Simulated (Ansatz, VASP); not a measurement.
Cs in VASP and in Ansatz

```
Cs
1.0
    -3.12847    3.12847    3.12847
     3.12847   -3.12847    3.12847
     3.12847    3.12847   -3.12847
Cs
1
Cartesian
  0.0000 0.0000 0.0000
```

Alike in both runs: task relaxation of cell and atoms; functional PBE; k mesh 10 × 10 × 10; occupations gaussian, width 0.1 eV; no spin polarisation.

```csv
,VASP,Ansatz
version,VASP 6.6.1,Ansatz 0.2.0
potentials or method,"VASP PAW PBE potentials, release 64 (Cs_sv), cutoff 600 eV","scalar-relativistic, plane waves, PAW"
valence electrons in the cell,9,9
```

```tsv
	VASP	Ansatz	Ansatz less VASP
gap on the k mesh at the Fermi level, each at its own relaxed structure (eV)	none	none	-
relaxed volume (Å³/atom)	116.82	116.75	-0.068
relaxed length of the cell vector where the two differ most in proportion (Å)	5.334	5.333	-0.0010
```

A gap of «none» marks a metal or a gap that the smearing closes.

Spin-orbit coupling is off throughout.
